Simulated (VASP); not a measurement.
# AlN (F-43m) in VASP: notebook

Aim: see how the results for AlN move with the level of theory and the settings. Levels: RPBE+D3(BJ), revPBE+D4. Tasks: single point.

Program: VASP 6.6.1. These are calculated values, not measurements. Logs are shortened: lines on timing, memory, paths and dates and some standing lists are left out, and cuts for length are marked.

## (1) The cell of the first run

It takes space group F-43m (No. 216, cubic). The conventional cell has a = 4.425 Å, b = 4.425 Å, c = 4.425 Å, α = 90.00°, β = 90.00°, γ = 90.00°. Al (site symmetry -43m) has 4 N at 1.92 Å within 2.5 Å. N (site symmetry -43m) has 4 Al at 1.92 Å within 2.5 Å.

## (2) Single point, RPBE+D3(BJ)

File INCAR:

```
SYSTEM = AlN
PREC = Accurate
ENCUT = 600
EDIFF = 1E-6
ISMEAR = -1
SIGMA = 0.05
LREAL = .FALSE.
LASPH = .TRUE.
NELM = 120
ALGO = Normal
ISIF = 2
LWAVE = .FALSE.
LCHARG = .FALSE.
GGA = RP
IVDW = 12
NBANDS = 11
GGA_COMPAT = .FALSE.
```

File KPOINTS:

```
regular mesh
0
G
  10 10 10
  0 0 0
```

File POSCAR:

```
AlN
1.0
    0.0000000000      2.2127336128      2.2127336128
    2.2127336128      0.0000000000      2.2127336128
    2.2127336128      2.2127336128      0.0000000000
Al N
1 1
Direct
    0.0000000000      0.0000000000      0.0000000000
    0.2500000000      0.2500000000      0.2500000000
```

Potentials or basis: VASP PAW PBE potentials, release 64 (Al, N).

The run is started by

```console
$ cat potpaw_PBE.64/Al/POTCAR potpaw_PBE.64/N/POTCAR > POTCAR
$ mpirun -np 1 vasp_std > vasp.out
```

OUTCAR:

```text
SYSTEM = AlN
   PREC = Accurate
   ENCUT = 600
   EDIFF = 1E-6
   ISMEAR = -1
   LREAL = .FALSE.
   LASPH = .TRUE.
   NELM = 120
   ISIF = 2
   GGA = RP
   IVDW = 12
 IVDW          = 12

 ion  position               nearest neighbor table
   1  0.000  0.000  0.000-   2 1.92   2 1.92   2 1.92   2 1.92
   2  0.250  0.250  0.250-   1 1.92   1 1.92   1 1.92   1 1.92

  LATTYP: Found a face centered cubic cell.
 ALAT       =     4.4254672256

  Lattice vectors:

 A1 = (   0.0000000000,   2.2127336128,   2.2127336128)
 A2 = (   2.2127336128,   0.0000000000,   2.2127336128)
 A3 = (   2.2127336128,   2.2127336128,   0.0000000000)

Analysis of symmetry for initial positions (statically):
=====================================================================
 Subroutine PRICEL returns:
 Original cell was already a primitive cell.

 Routine SETGRP: Setting up the symmetry group for a
 face centered cubic supercell.

 Subroutine GETGRP returns: Found 24 space group operations
 (whereof 24 operations were pure point group operations)
 out of a pool of 48 trial point group operations.

The static configuration has the point symmetry T_d .

Analysis of symmetry for dynamics (positions and initial velocities):
=====================================================================
 Subroutine PRICEL returns:
 Original cell was already a primitive cell.

 Routine SETGRP: Setting up the symmetry group for a
 face centered cubic supercell.

 Subroutine GETGRP returns: Found 24 space group operations
 (whereof 24 operations were pure point group operations)
 out of a pool of 48 trial point group operations.

The dynamic configuration has the point symmetry T_d .

 Subroutine INISYM returns: Found 24 space group operations
 (whereof 24 operations are pure point group operations),
 and found     1 'primitive' translations

----------------------------------------------------------------------------------------

                                     Primitive cell

  volume of cell :      21.6679

  direct lattice vectors                    reciprocal lattice vectors
     0.000000000  2.212733613  2.212733613    -0.225964841  0.225964841  0.225964841
     2.212733613  0.000000000  2.212733613     0.225964841 -0.225964841  0.225964841
     2.212733613  2.212733613  0.000000000     0.225964841  0.225964841 -0.225964841

  length of vectors
     3.129277885  3.129277885  3.129277885     0.391382586  0.391382586  0.391382586

  position of ions in fractional coordinates (direct lattice)
     0.000000000  0.000000000  0.000000000
     0.250000000  0.250000000  0.250000000

  ion indices of the primitive-cell ions
   primitive index   ion index
                 1           1
                 2           2

----------------------------------------------------------------------------------------

 KPOINTS: regular mesh

Automatic generation of k-mesh.
 Grid dimensions read from file:
 generate k-points for:   10   10   10

 Generating k-lattice:

  Cartesian coordinates                     Fractional coordinates (reciprocal lattice)
    -0.022596484  0.022596484  0.022596484     0.100000000  0.000000000  0.000000000
     0.022596484 -0.022596484  0.022596484     0.000000000  0.100000000  0.000000000
     0.022596484  0.022596484 -0.022596484     0.000000000  0.000000000  0.100000000

  Length of vectors
     0.039138259  0.039138259  0.039138259

  Shift w.r.t. Gamma in fractional coordinates (k-lattice)
     0.000000000  0.000000000  0.000000000

 Subroutine IBZKPT returns following result:
 ===========================================

 Found     47 irreducible k-points:

 Following reciprocal coordinates:
            Coordinates               Weight
  0.000000  0.000000  0.000000      1.000000
  0.100000  0.000000  0.000000      8.000000
  0.200000  0.000000  0.000000      8.000000
  0.300000  0.000000  0.000000      8.000000
  0.400000  0.000000  0.000000      8.000000
  0.500000  0.000000  0.000000      4.000000
[... 16 lines left out ...]
  0.300000  0.300000  0.000000      6.000000
  0.400000  0.300000  0.000000     24.000000
 [... further k-points ...]
   k-points           NKPTS =     47   k-points in BZ     NKDIM =     47   number of bands    NBANDS=     11
   number of dos      NEDOS =    301   number of ions     NIONS =      2
   total plane-waves  NPLWV =  21952
   dimension x,y,z NGX =    28 NGY =   28 NGZ =   28
   dimension x,y,z NGXF=    56 NGYF=   56 NGZF=   56
   ions per type =               1   1
   NGX,Y,Z   is equivalent  to a cutoff of  14.88, 14.88, 14.88 a.u.
   NGXF,Y,Z  is equivalent  to a cutoff of  29.75, 29.75, 29.75 a.u.
 SYSTEM =  AlN
   PREC   = accura    normal or accurate (medium, high low for compatibility)
   ISTART =      0    job   : 0-new  1-cont  2-samecut
   ICHARG =      2    charge: 1-file 2-atom 10-const
   ISPIN  =      1    spin polarized calculation?
   LNONCOLLINEAR =      F non collinear calculations
   LSORBIT =      F    spin-orbit coupling
   LASPH  =      T    aspherical Exc in radial PAW
   ENCUT  =  600.0 eV  44.10 Ry    6.64 a.u.   6.25  6.25  6.25*2*pi/ulx,y,z
   NELM   =    120;   NELMIN=  2; NELMDL= -5     # of ELM steps
   EDIFF  = 0.1E-05   stopping-criterion for ELM
   LREAL  =      F    real-space projection
   EDIFFG = 0.1E-04   stopping-criterion for IOM
   NSW    =      0    number of steps for IOM
   IBRION =     -1    ionic relax: 0-MD 1-quasi-New 2-CG
   NFREE  =      0    steps in history (QN), initial steepest desc. (CG)
   ISIF   =      2    stress and relaxation
   ISYM   =      2    0-nonsym 1-usesym 2-fastsym
   POTIM  = 0.5000    time-step for ionic-motion
   TEBEG  =    0.0;   TEEND  =   0.0 temperature during run
   PSTRESS=    0.0 pullay stress
   NELECT =       8.0000    total number of electrons
   NUPDOWN=      -1.0000    fix difference up-down
   EMIN   =  10.00;   EMAX   =-10.00  energy-range for DOS
   EFERMI =   0.00;   METHOD = LEGACY
   ISMEAR =    -1;   SIGMA  =   0.05  broadening in eV -4-tet -1-fermi 0-gaus
   EFERMI_NEDOS =   21; number of points for ismear=-14 and -15
   IALGO  =     38    algorithm
   IMIX   =      4    mixing-type and parameters
     AMIX     =   0.40;   BMIX     =  1.00
     AMIX_MAG =   1.60;   BMIX_MAG =  1.00
  volume/ion in A,a.u.               =      10.83        73.11
  Fermi-wavevector in a.u.,A,eV,Ry     =   1.174444  2.219378 18.766775  1.379319
  Thomas-Fermi vector in A             =   2.310841
   LORBIT       =      0    0 simple, 1 ext, 2 COOP (PROOUT), +10 PAW based schemes
   GGA     = RP    functional components
   LHFCALC =     F    Hartree Fock is set to
   AEXX    =    0.0000 exact exchange contribution
   IVDW    =    12    specifies the selected vdW correction
   LEPSILON=     F    determine dielectric tensor
   LRPA    =     F    only Hartree local field effects (RPA)
 non-spin polarized calculation
  energy-cutoff  :      600.00
  volume of cell :       21.67
 maximum number of plane-waves:       740
 NGX is ok and might be reduce to    28
   NGX = 13   NGY = 13   NGZ = 13

 number of electron       8.0000000 magnetization

 Free energy of the ion-electron system (eV)
  ---------------------------------------------------
  ext. energy  EPLUGINS =         0.00000000
  ---------------------------------------------------
  free energy    TOTEN  =       -14.13432257 eV

  energy without entropy =      -14.13432257  energy(sigma->0) =      -14.13432257

 E-fermi :   6.8374     XC(G=0): -10.6350

 val. band max:        5.7190749140   @ k =   0.0000   0.0000   0.0000
 cond. band min:       9.0603381610   @ k =   0.5000   0.5000   0.0000
 fundamental gap:      3.3412632470
 Fermi energy:         6.8373809178

 k-point     1 :       0.0000    0.0000    0.0000
  band No.  band energies     occupation
      1      -9.0807      2.00000
      2       5.7191      2.00000
      3       5.7191      2.00000
      4       5.7191      2.00000
      5       9.6098      0.00000
      6      18.0018      0.00000
      7      18.0018      0.00000
      8      18.0018      0.00000
      9      23.1154      0.00000
     10      23.1154      0.00000
     11      24.4909      0.00000

 k-point     2 :       0.1000    0.0000    0.0000
  band No.  band energies     occupation
      1      -8.9423      2.00000
      2       4.9109      2.00000
      3       5.6684      2.00000
      4       5.6684      2.00000
      5      10.2827      0.00000
      6      17.6181      0.00000
      7      18.1316      0.00000
      8      18.1316      0.00000
      9      21.9025      0.00000
     10      21.9025      0.00000
     11      23.7324      0.00000

 k-point     3 :       0.2000    0.0000    0.0000
  band No.  band energies     occupation
      1      -8.5496      2.00000
      2       3.3445      2.00000
      3       5.5421      2.00000
      4       5.5421      2.00000
      5      11.4163      0.00000
      6      16.8295      0.00000
      7      18.0837      0.00000
      8      18.0837      0.00000
      9      21.3695      0.00000
     10      21.3695      0.00000
     11      22.8610      0.00000

 k-point     4 :       0.3000    0.0000    0.0000
  band No.  band energies     occupation
      1      -7.9832      2.00000
      2       1.7600      2.00000
      3       5.3972      2.00000
      4       5.3972      2.00000
      5      12.2711      0.00000
      6      16.0887      0.00000
      7      17.4727      0.00000
      8      17.4727      0.00000
      9      22.3702      0.00000
     10      22.3702      0.00000
     11      22.6430      0.00000

 k-point     5 :       0.4000    0.0000    0.0000
  band No.  band energies     occupation
      1      -7.4238      2.00000
      2       0.5383      2.00000
      3       5.2879      2.00000
      4       5.2879      2.00000
      5      12.7093      0.00000
      6      15.5708      0.00000
      7      16.9036      0.00000
      8      16.9036      0.00000
      9      23.0318      0.00000
     10      24.1403      0.00000
     11      24.1403      0.00000
[... 211 lines left out ...]
 k-point    21 :      -0.3000    0.2000    0.0000
  band No.  band energies     occupation
      1      -7.2784      2.00000
      2       1.2483      2.00000
      3       3.5946      2.00000
      4       5.2105      2.00000
      5      13.4774      0.00000
      6      14.5165      0.00000
      7      17.2141      0.00000
      8      17.8271      0.00000
      9      21.8108      0.00000
     10      24.0381      0.00000
     11      26.5849      0.00000

 k-point    22 :      -0.2000    0.2000    0.0000
  band No.  band energies     occupation
      1      -7.7971      2.00000
      2       2.0454      2.00000
      3       4.0852      2.00000
      4       5.4669      2.00000
      5      13.0346      0.00000
      6      15.4632      0.00000
      7      16.8676      0.00000
      8      18.0085      0.00000
      9      20.4343      0.00000
     10      23.7962      0.00000
     11      26.6691      0.00000

 k-point    23 :       0.3000    0.3000    0.0000
  band No.  band energies     occupation
      1      -7.6305      2.00000
      2       2.2690      2.00000
      3       4.5177      2.00000
      4       4.5177      2.00000
      5      10.9679      0.00000
      6      15.2508      0.00000
      7      17.2862      0.00000
      8      19.8905      0.00000
      9      19.8905      0.00000
     10      25.7434      0.00000
     11      28.8826      0.00000

 k-point    24 :       0.4000    0.3000    0.0000
  band No.  band energies     occupation
      1      -7.2022      2.00000
      2       1.6696      2.00000
      3       4.0719      2.00000
      4       4.3583      2.00000
      5      10.5923      0.00000
      6      15.0941      0.00000
      7      17.6183      0.00000
      8      19.9870      0.00000
      9      20.4744      0.00000
     10      26.6338      0.00000
     11      28.6712      0.00000

 [... further k-points ...]

------------------------ aborting loop because EDIFF is reached ----------------------------------------

 Edisp (eV)   -2.14873

 E8    (eV) :    -1.2740

  FORCE on cell =-STRESS in cart. coord.  units (eV):
  Direction    XX          YY          ZZ          XY          YZ          ZX
  --------------------------------------------------------------------------------------
  -------------------------------------------------------------------------------------
  Total      -2.67732    -2.67732    -2.67732     0.00000     0.00000     0.00000
  in kB    -197.96740  -197.96740  -197.96740     0.00000     0.00000     0.00000
  external pressure =     -197.97 kB  Pullay stress =        0.00 kB

 VOLUME and BASIS-vectors are now :
 -----------------------------------------------------------------------------
  energy-cutoff  :      600.00
  volume of cell :       21.67
      direct lattice vectors                 reciprocal lattice vectors
     0.000000000  2.212733613  2.212733613    -0.225964841  0.225964841  0.225964841
     2.212733613  0.000000000  2.212733613     0.225964841 -0.225964841  0.225964841
     2.212733613  2.212733613  0.000000000     0.225964841  0.225964841 -0.225964841

 POSITION                                       TOTAL-FORCE (eV/Angst)
 -----------------------------------------------------------------------------------
      0.00000      0.00000      0.00000        -0.000000      0.000000     -0.000000
      1.10637      1.10637      1.10637         0.000000     -0.000000      0.000000
 -----------------------------------------------------------------------------------
    total drift:                                0.000000      0.000000      0.000000

  FREE ENERGIE OF THE ION-ELECTRON SYSTEM (eV)
  ---------------------------------------------------
  free  energy   TOTEN  =       -16.2830526644 eV

  energy  without entropy=      -16.2830526644  energy(sigma->0) =      -16.28305266
```

Wall time 11 s (1 thread of Intel Xeon Platinum 8488C (Sapphire Rapids), shared host); peak memory 0.16 GiB.

What came out:

```yaml
Free_energy: -16.2831 eV
Pressure: -19.8 GPa
Band_gap_on_the_k_mesh: 3.34 eV, indirect (least direct gap 3.89 eV)
Dispersion_energy_per_atom: -1.074 eV
```

Caveat: the PAW data sets were made with another functional, which shifts forces and pressure a little.

## (3) Single point, RPBE+D3(BJ)

This run uses another cell than the first one, of 11.04 Å³/atom, 1.019 times its volume.

File INCAR:

```
PREC = Accurate
ENCUT = 600
EDIFF = 1E-6
ISMEAR = -1
SIGMA = 0.05
LREAL = F
LASPH = T
NELM = 120
ALGO = Normal
ISIF = 2
LWAVE = F
LCHARG = T
GGA = RP
IVDW = 12
LELF = T
LVHAR = T
NBANDS = 11
GGA_COMPAT = F
```

File KPOINTS:

```
regular mesh
0
Gamma
  10 10 10
```

File POSCAR:

```
AlN
1.0
    0.0000000000      2.2268278375      2.2268278375
    2.2268278375      0.0000000000      2.2268278375
    2.2268278375      2.2268278375      0.0000000000
Al N
1 1
Direct
    0.0000000000      0.0000000000      0.0000000000
    0.2500000000      0.2500000000      0.2500000000
```

Potentials or basis: VASP PAW PBE potentials, release 64 (Al, N).

The run is started by

```console
$ cat potpaw_PBE.64/Al/POTCAR potpaw_PBE.64/N/POTCAR > POTCAR
$ mpirun -np 1 vasp_std > vasp.out
```

Run time: 35 s. Hardware: 1 thread of AMD EPYC 7R13, shared host; peak memory 0.13 GiB.

The run converged. Its results:

- Free energy: -16.2284 eV
- Pressure: -22.5 GPa
- Band gap on the k mesh: 3.33 eV, indirect (least direct gap 3.73 eV)
- Dispersion energy per atom: -1.049 eV

Levels at points of the mesh, in eV from the valence-band top:
```csv
k point,band 2,band 3,band 4,band 5,band 6,band 7
"(0.00, 0.00, 0.00)",0.00,0.00,0.00,3.73,12.10,12.10
"(0.50, 0.00, 0.00)",-5.58,-0.47,-0.47,6.95,9.53,10.86
"(0.50, 0.50, 0.00)",-4.70,-1.70,-1.70,3.33,8.37,13.33
```

Caveat: the PAW data sets were made with another functional, which shifts forces and pressure a little.

## (4) Single point, revPBE+D4

File INCAR:

```
ALGO = Normal ; EDIFF = 1E-6
ENCUT = 600 ; GGA = RE
GGA_COMPAT = False ; ISIF = 2
ISMEAR = -1 ; IVDW = 13
LASPH = True ; LCHARG = True
LELF = True ; LREAL = False
LVHAR = True ; LWAVE = False
NBANDS = 11 ; NELM = 120
PREC = Accurate ; SIGMA = 0.05
```

File KPOINTS:

```
k-points
0
Gamma
  10 10 10
```

File POSCAR:

```
AlN
1.0
    0.0000000000      2.2127336128      2.2127336128
    2.2127336128      0.0000000000      2.2127336128
    2.2127336128      2.2127336128      0.0000000000
Al N
1 1
Direct
    0.0000000000      0.0000000000      0.0000000000
    0.2500000000      0.2500000000      0.2500000000
```

The run is started by

```console
$ cat potpaw_PBE.64/Al/POTCAR potpaw_PBE.64/N/POTCAR > POTCAR
$ mpirun -np 1 vasp_std > vasp.out
```

It took 35 s on 1 thread of AMD EPYC 7R13, shared host; peak memory 0.12 GiB.

It converged, with:

| Item | Value |
| --- | --- |
| Free energy | -15.3678 eV |
| Pressure | -10.2 GPa |
| Band gap on the k mesh | 3.33 eV, indirect (least direct gap 3.88 eV) |
| Dispersion energy per atom | -0.560 eV |

Levels at points of the mesh, in eV from the valence-band top:
| k point | band 2 | band 3 | band 4 | band 5 | band 6 | band 7 |
| --- | --- | --- | --- | --- | --- | --- |
| (0.00, 0.00, 0.00) | 0.00 | 0.00 | 0.00 | 3.88 | 12.26 | 12.26 |
| (0.50, 0.00, 0.00) | -5.67 | -0.47 | -0.47 | 7.10 | 9.64 | 10.96 |
| (0.50, 0.50, 0.00) | -4.76 | -1.72 | -1.72 | 3.33 | 8.46 | 13.54 |

Caveat: the PAW data sets were made with another functional, which shifts forces and pressure a little. A k mesh can miss the band edges.

## (5) Overview

```csv
level,cell,gap on the mesh (eV),pressure (GPa)
RPBE+D3(BJ),"a = 3.129 Å, angles 60.0°, 2 atoms",3.34,-19.8
RPBE+D3(BJ),"a = 3.149 Å, angles 60.0°, 2 atoms",3.33,-22.5
revPBE+D4,"a = 3.129 Å, angles 60.0°, 2 atoms",3.33,-10.2
```

Alike in all rows: task single point; potentials or basis VASP PAW PBE potentials, release 64 (Al, N); no spin polarisation; k mesh 10 × 10 × 10; cutoff (eV) 600; smearing fermi-dirac 0.05 eV.

Caveats: the PAW data sets were made with another functional, which shifts forces and pressure a little.

Absolute energies hang on the potentials; compare differences alone.
